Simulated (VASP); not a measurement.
# CsGaCl2 (P-3m1) in VASP: notebook

Runs on CsGaCl2. Level: PBE. Tasks: single point, relaxation of cell and atoms.

Everything below comes from runs of VASP 6.6.1. Logs are shortened: lines on timing, memory, paths and dates and some standing lists are left out, and cuts for length are marked.

## Step 1: The cell of the first run

Symmetry: P-3m1, No. 164, trigonal system. The conventional cell has a = 3.639 Å, b = 3.639 Å, c = 5.837 Å, α = 90.00°, β = 90.00°, γ = 120.00°. Cs (site symmetry -3m) has 2 Ga at 2.92 Å and 6 Cl at 3.22 Å and 6 Cs at 3.64 Å within 3.8 Å. Ga (site symmetry -3m) has 6 Cl at 2.16 Å and 2 Cs at 2.92 Å within 3.0 Å. Within 2.9 Å of Cl (site symmetry 3m) lie 3 Ga at 2.16 Å and 3 Cl at 2.31 Å.

## Step 2: Single point, PBE

Contents of INCAR:

```
ALGO     = Normal         # electronic algorithm
EDIFF    = 1E-6           # SCF threshold, eV
ENCUT    = 520            # plane-wave cutoff, eV
GGA      = PE             # functional
ISIF     = 2              # what is computed and relaxed
ISMEAR   = 0              # smearing method
LASPH    = T              # aspherical terms in the spheres
LCHARG   = F              # write CHGCAR
LREAL    = F              # projectors in reciprocal space
LWAVE    = F              # write WAVECAR
NBANDS   = 26             # bands
NELM     = 80             # most SCF steps
PREC     = Accurate       # precision mode
SIGMA    = 0.1            # smearing width, eV
```

Contents of KPOINTS:

```
k-points
0
Gamma
  6 6 4
```

Contents of POSCAR:

```
CsGaCl2
1.0
    3.6394758900      0.0000000000      0.0000000000
   -1.8197379400      3.1518785800      0.0000000000
    0.0000000000      0.0000000000      5.8369718800
Cs Ga Cl
1 1 2
Direct
    0.0000000000      0.0000000000      0.5000000000
    0.0000000000      0.0000000000      0.0000000000
    0.3333333300      0.6666666700      0.9172986900
    0.6666666700      0.3333333300      0.0827013100
```

Potentials or basis: VASP PAW PBE potentials, release 64 (Cs_sv, Ga_d, Cl).

The run is started by

```
> cat potpaw_PBE.64/Cs_sv/POTCAR potpaw_PBE.64/Ga_d/POTCAR potpaw_PBE.64/Cl/POTCAR > POTCAR
> mpirun -np 1 vasp_std > vasp.out
```

OUTCAR:

```text
EDIFF = 1E-6
   ENCUT = 520
   GGA = PE
   ISIF = 2
   ISMEAR = 0
   LASPH = T
   LREAL = F
   NELM = 80
   PREC = Accurate

 ion  position               nearest neighbor table
   1  0.000  0.000  0.500-   2 2.92   2 2.92
   2  0.000  0.000  0.000-   3 2.16   4 2.16   3 2.16   4 2.16   4 2.16   3 2.16   1 2.92   1 2.92

   3  0.333  0.667  0.917-   2 2.16   2 2.16   2 2.16   4 2.31   4 2.31   4 2.31
   4  0.667  0.333  0.083-   2 2.16   2 2.16   2 2.16   3 2.31   3 2.31   3 2.31

  LATTYP: Found a hexagonal cell.
 ALAT       =     3.6394758900
 C/A-ratio  =     1.6037946277

  Lattice vectors:

 A1 = (   3.6394758900,   0.0000000000,   0.0000000000)
 A2 = (  -1.8197379400,   3.1518785800,   0.0000000000)
 A3 = (   0.0000000000,   0.0000000000,   5.8369718800)

Analysis of symmetry for initial positions (statically):
=====================================================================
 Subroutine PRICEL returns:
 Original cell was already a primitive cell.

 Routine SETGRP: Setting up the symmetry group for a
 hexagonal supercell.

 Subroutine GETGRP returns: Found 12 space group operations
 (whereof 12 operations were pure point group operations)
 out of a pool of 24 trial point group operations.

The static configuration has the point symmetry D_3d.

Analysis of symmetry for dynamics (positions and initial velocities):
=====================================================================
 Subroutine PRICEL returns:
 Original cell was already a primitive cell.

 Routine SETGRP: Setting up the symmetry group for a
 hexagonal supercell.

 Subroutine GETGRP returns: Found 12 space group operations
 (whereof 12 operations were pure point group operations)
 out of a pool of 24 trial point group operations.

The dynamic configuration has the point symmetry D_3d.

 Subroutine INISYM returns: Found 12 space group operations
 (whereof 12 operations are pure point group operations),
 and found     1 'primitive' translations

----------------------------------------------------------------------------------------

                                     Primitive cell

  volume of cell :      66.9570

  direct lattice vectors                    reciprocal lattice vectors
     3.639475890  0.000000000  0.000000000     0.274764837  0.158635552  0.000000000
    -1.819737940  3.151878580  0.000000000     0.000000000  0.317271105  0.000000000
[... 86 lines left out ...]
   ENCUT  =  520.0 eV  38.22 Ry    6.18 a.u.   6.77  6.77 10.85*2*pi/ulx,y,z
   NELM   =     80;   NELMIN=  2; NELMDL= -5     # of ELM steps
   EDIFF  = 0.1E-05   stopping-criterion for ELM
   LREAL  =      F    real-space projection
   EDIFFG = 0.1E-04   stopping-criterion for IOM
   NSW    =      0    number of steps for IOM
   IBRION =     -1    ionic relax: 0-MD 1-quasi-New 2-CG
   NFREE  =      0    steps in history (QN), initial steepest desc. (CG)
   ISIF   =      2    stress and relaxation
   ISYM   =      2    0-nonsym 1-usesym 2-fastsym
   POTIM  = 0.5000    time-step for ionic-motion
   TEBEG  =    0.0;   TEEND  =   0.0 temperature during run
   PSTRESS=    0.0 pullay stress
   NELECT =      36.0000    total number of electrons
   NUPDOWN=      -1.0000    fix difference up-down
   EMIN   =  10.00;   EMAX   =-10.00  energy-range for DOS
   EFERMI =   0.00;   METHOD = LEGACY
   ISMEAR =     0;   SIGMA  =   0.10  broadening in eV -4-tet -1-fermi 0-gaus
   EFERMI_NEDOS =   21; number of points for ismear=-14 and -15
   IALGO  =     38    algorithm
   IMIX   =      4    mixing-type and parameters
     AMIX     =   0.40;   BMIX     =  1.00
     AMIX_MAG =   1.60;   BMIX_MAG =  1.00
  volume/ion in A,a.u.               =      16.74       112.96
  Fermi-wavevector in a.u.,A,eV,Ry     =   1.331201  2.515605 24.110837  1.772097
  Thomas-Fermi vector in A             =   2.460230
   LORBIT       =      0    0 simple, 1 ext, 2 COOP (PROOUT), +10 PAW based schemes
   GGA     = PE    functional components
   LHFCALC =     F    Hartree Fock is set to
   AEXX    =    0.0000 exact exchange contribution
   IVDW    =     0    specifies the selected vdW correction
   LEPSILON=     F    determine dielectric tensor
   LRPA    =     F    only Hartree local field effects (RPA)
 non-spin polarized calculation
 Gauss-broadening in eV      SIGMA  =   0.10
  energy-cutoff  :      520.00
  volume of cell :       66.96
 maximum number of plane-waves:      1822
 NGX is ok and might be reduce to    28

 number of electron      36.0000003 magnetization

 Free energy of the ion-electron system (eV)
  ---------------------------------------------------
  ext. energy  EPLUGINS =         0.00000000
  ---------------------------------------------------
  free energy    TOTEN  =         0.84681511 eV

  energy without entropy =        0.85049514  energy(sigma->0) =        0.84865513

 E-fermi :   9.7706     XC(G=0): -11.3306

 val. band max:        9.7091793828   @ k =   0.1667   0.1667   0.5000
 cond. band min:       9.8829464026   @ k =   0.1667   0.0000   0.5000
 fundamental gap:      0.1737670198
 Fermi energy:         9.7705932299

 k-point     1 :       0.0000    0.0000    0.0000
  band No.  band energies     occupation
      1     -14.5290      2.00000
      2     -13.2758      2.00000
      3      -7.3906      2.00000
      4      -7.3906      2.00000
      5      -7.2343      2.00000
      6      -6.7010      2.00000
[... 685 lines left out ...]
     25      16.3827      0.00000
     26      17.7601      0.00000

------------------------ aborting loop because EDIFF is reached ----------------------------------------

  FORCE on cell =-STRESS in cart. coord.  units (eV):
  Direction    XX          YY          ZZ          XY          YZ          ZX
  --------------------------------------------------------------------------------------
  -------------------------------------------------------------------------------------
  Total       39.8324803     39.8324804     17.6743801      0.0000001      0.0000000     -0.0000000
  in kB      953.1297075    953.1297092    422.9206055      0.0000015      0.0000000     -0.0000000
  external PRESSURE =     776.3933407 kB  Pullay stress =       0.0000000 kB

 VOLUME and BASIS-vectors are now :
 -----------------------------------------------------------------------------
  energy-cutoff  :      520.00
  volume of cell :       66.96
      direct lattice vectors                 reciprocal lattice vectors
     3.639475890  0.000000000  0.000000000     0.274764837  0.158635552  0.000000000
    -1.819737940  3.151878580  0.000000000     0.000000000  0.317271105  0.000000000
     0.000000000  0.000000000  5.836971880     0.000000000  0.000000000  0.171321709

 POSITION                                       TOTAL-FORCE (eV/Angst)
 -----------------------------------------------------------------------------------
      0.00000      0.00000      2.91849         0.000000      0.000000      0.000000
      0.00000      0.00000      0.00000         0.000000      0.000000      0.000000
     -0.00000      2.10125      5.35425        -0.000000      0.000000     -8.494227
      1.81974      1.05063      0.48273         0.000000     -0.000000      8.494227
 -----------------------------------------------------------------------------------
    total drift:                                0.000000     -0.000000      0.000000

  FREE ENERGIE OF THE ION-ELECTRON SYSTEM (eV)
  ---------------------------------------------------
  free  energy   TOTEN  =         0.8468151137 eV

  energy  without entropy=        0.8504951401  energy(sigma->0) =        0.84865513
```

OSZICAR:

```text
N       E                     dE             d eps       ncg     rms          rms(c)
DAV:   1     0.344300453897E+03    0.34430E+03   -0.17259E+04  1406   0.189E+03
DAV:   2     0.447245453210E+02   -0.29958E+03   -0.28016E+03  1426   0.454E+02
DAV:   3     0.215541002792E+01   -0.42569E+02   -0.41710E+02  1514   0.132E+02
DAV:   4     0.621623352907E+00   -0.15338E+01   -0.15245E+01  1580   0.266E+01
DAV:   5     0.582231879459E+00   -0.39391E-01   -0.39348E-01  1694   0.407E+00    0.306E+01
DAV:   6     0.822963377314E+00    0.24073E+00   -0.69153E-01  1864   0.553E+00    0.180E+01
DAV:   7     0.843674965832E+00    0.20712E-01   -0.23169E-01  1906   0.452E+00    0.130E+00
DAV:   8     0.846612483762E+00    0.29375E-02   -0.27603E-02  1880   0.210E+00    0.522E-01
DAV:   9     0.846880445456E+00    0.26796E-03   -0.50405E-03  1448   0.429E-01    0.973E-02
DAV:  10     0.846829170219E+00   -0.51275E-04   -0.49055E-04  1752   0.276E-01    0.487E-02
DAV:  11     0.846814569245E+00   -0.14601E-04   -0.45748E-05  1520   0.969E-02    0.254E-02
DAV:  12     0.846815113706E+00    0.54446E-06   -0.61507E-06  1716   0.338E-02
   1 F= 0.84681511E+00 E0= 0.84865513E+00  d E =-.368003E-02
```

stdout:

```text
POSCAR found type information on POSCAR CsGaCl
 POSCAR found :  3 types and       4 ions
 scaLAPACK will be used
 LDA part: xc-table for (Slater+PW92), standard interpolation
 POSCAR, INCAR and KPOINTS ok, starting setup
 FFT: planning ... GRIDC
 FFT: planning ... GRID_SOFT
 FFT: planning ... GRID
 WAVECAR not read
 entering main loop
```

Wall time 55 s (1 thread of Intel Xeon 8259CL, shared host); peak memory 0.2 GiB.

What came out:

* Free energy: 0.8468 eV
* Pressure: 77.6 GPa
* Largest force: 8.494 eV/Å
* Band gap on the k mesh: zero (bands 18 and 19 overlap by 0.37 eV)

Forces on the atoms (eV/Å):
```
Cs   0.000  0.000  0.000
Ga   0.000  0.000  0.000
Cl   0.000  0.000 -8.494
Cl   0.000  0.000  8.494
```

Caveat: the cell stands under pressure; spin-orbit coupling is left out, which moves the levels of the heavy elements; forces of over 1 eV/Å act on the atoms, so gaps and moduli don't describe the material at rest.

## Step 3: Single point, PBE

This run uses another cell than the first one: it holds 8 atoms, not 4.

Contents of INCAR:

```
  PREC = Accurate
  ENCUT = 520
  EDIFF = 1E-6
  ISMEAR = 0
  SIGMA = 0.1
  LREAL = False
  LASPH = True
  NELM = 60
  ALGO = Normal
  ISIF = 2
  LWAVE = False
  LCHARG = True
  GGA = PE
  LELF = True
  LVHAR = True
  NBANDS = 46
```

Contents of KPOINTS:

```
Automatic mesh
0
Gamma
  3 3 1
```

Contents of POSCAR:

```
CsGaCl2
1.0
    4.5533404820      0.0000000000      0.0000000000
   -2.2766702410      3.9433085295      0.0000000000
    0.0000000000      0.0000000000     15.8722144268
Cs Ga Cl
2 2 4
Direct
    0.0000000000      0.0000000000      0.2500000000
    0.0000000000      0.0000000000      0.7500000000
    0.0000000000      0.0000000000      0.5000000000
    0.0000000000      0.0000000000      1.0000000000
    0.3333333333      0.6666666667      0.3926740252
    0.3333333333      0.6666666667      0.8926740252
    0.6666666667      0.3333333333      0.1073259748
    0.6666666667      0.3333333333      0.6073259748
```

Potentials or basis: VASP PAW PBE potentials, release 64 (Cs_sv, Ga_d, Cl).

The run is started by

```
> cat potpaw_PBE.64/Cs_sv/POTCAR potpaw_PBE.64/Ga_d/POTCAR potpaw_PBE.64/Cl/POTCAR > POTCAR
> mpirun -np 1 vasp_std > vasp.out
```

OUTCAR:

```text
PREC = Accurate
   ENCUT = 520
   EDIFF = 1E-6
   ISMEAR = 0
   LREAL = False
   LASPH = True
   NELM = 60
   ISIF = 2
   GGA = PE

 ion  position               nearest neighbor table
   1  0.000  0.000  0.250-
   2  0.000  0.000  0.750-
   3  0.000  0.000  0.500-
[... 353 lines left out ...]
  --------------------------------------------------------------------------------------
  -------------------------------------------------------------------------------------
  Total        0.0191881      0.0191881      0.0312886      0.0000000      0.0000000      0.0000000
  in kB        0.1078734      0.1078734      0.1759009      0.0000000      0.0000000      0.0000000
  external PRESSURE =       0.1305492 kB  Pullay stress =       0.0000000 kB

 VOLUME and BASIS-vectors are now :
 -----------------------------------------------------------------------------
  energy-cutoff  :      520.00
  volume of cell :      284.99
      direct lattice vectors                 reciprocal lattice vectors
     4.553340482  0.000000000  0.000000000     0.219618982  0.126797078  0.000000000
    -2.276670241  3.943308529  0.000000000     0.000000000  0.253594156  0.000000000
     0.000000000  0.000000000 15.872214427     0.000000000  0.000000000  0.063003181

 POSITION                                       TOTAL-FORCE (eV/Angst)
 -----------------------------------------------------------------------------------
      0.00000      0.00000      3.96805        -0.000000      0.000000      0.000000
      0.00000      0.00000     11.90416        -0.000000      0.000000      0.000000
      0.00000      0.00000      7.93611        -0.000000      0.000000      0.000000
      0.00000      0.00000      0.00000        -0.000000      0.000000      0.000000
     -0.00000      2.62887      6.23261        -0.000000      0.000000     -0.000345
     -0.00000      2.62887     14.16871        -0.000000      0.000000     -0.000345
      2.27667      1.31444      1.70350         0.000000     -0.000000      0.000345
      2.27667      1.31444      9.63961         0.000000     -0.000000      0.000345
 -----------------------------------------------------------------------------------
    total drift:                                0.000000      0.000000     -0.000000

  FREE ENERGIE OF THE ION-ELECTRON SYSTEM (eV)
  ---------------------------------------------------
  free  energy   TOTEN  =       -25.0660164251 eV

  energy  without entropy=      -25.0660164251  energy(sigma->0) =      -25.06601643
```

OSZICAR:

```text
N       E                     dE             d eps       ncg     rms          rms(c)
DAV:   1     0.713407937360E+03    0.71341E+03   -0.30211E+04   284   0.163E+03
DAV:   2     0.101096436511E+03   -0.61231E+03   -0.58874E+03   332   0.409E+02
DAV:   3    -0.185417605694E+02   -0.11964E+03   -0.11575E+03   330   0.157E+02
DAV:   4    -0.264665858574E+02   -0.79248E+01   -0.78779E+01   344   0.438E+01
DAV:   5    -0.267150826733E+02   -0.24850E+00   -0.24784E+00   384   0.744E+00    0.557E+00
DAV:   6    -0.251021968369E+02    0.16129E+01   -0.30556E+00   390   0.679E+00    0.329E+00
DAV:   7    -0.250257088105E+02    0.76488E-01   -0.86154E-01   384   0.364E+00    0.238E+00
DAV:   8    -0.250637674947E+02   -0.38059E-01   -0.12961E-01   320   0.205E+00    0.372E-01
DAV:   9    -0.250616177134E+02    0.21498E-02   -0.29292E-02   408   0.135E+00    0.176E-01
DAV:  10    -0.250648581451E+02   -0.32404E-02   -0.51823E-03   310   0.300E-01    0.842E-02
DAV:  11    -0.250659910316E+02   -0.11329E-02   -0.14157E-03   316   0.163E-01    0.236E-02
DAV:  12    -0.250660084258E+02   -0.17394E-04   -0.68690E-05   416   0.360E-02    0.195E-02
DAV:  13    -0.250660149103E+02   -0.64845E-05   -0.11848E-05   268   0.242E-02    0.502E-03
DAV:  14    -0.250660160026E+02   -0.10923E-05   -0.61167E-06   328   0.133E-02    0.367E-03
DAV:  15    -0.250660164251E+02   -0.42251E-06   -0.11110E-06   220   0.875E-03
   1 F= -.25066016E+02 E0= -.25066016E+02  d E =-.219858E-13
```

stdout:

```text
POSCAR found type information on POSCAR CsGaCl
 POSCAR found :  3 types and       8 ions
 scaLAPACK will be used
 LDA part: xc-table for (Slater+PW92), standard interpolation
 POSCAR, INCAR and KPOINTS ok, starting setup
 FFT: planning ... GRIDC
 FFT: planning ... GRID_SOFT
 FFT: planning ... GRID
 WAVECAR not read
 entering main loop
```

Run time: 2.1 min. Hardware: 1 thread of Intel Xeon 8259CL, shared host; peak memory 0.41 GiB.

Results:

```
Free energy            : -25.0660 eV
Pressure               : 0.0 GPa
Band gap on the k mesh : 3.00 eV
```

Caveat: the k points lie up to 0.53 Å⁻¹ apart; spin-orbit coupling is left out, which moves the levels of the heavy elements; an odd mesh through Γ misses points on the zone boundary, where band edges can lie.

(Part 1 of 2 ends here.)
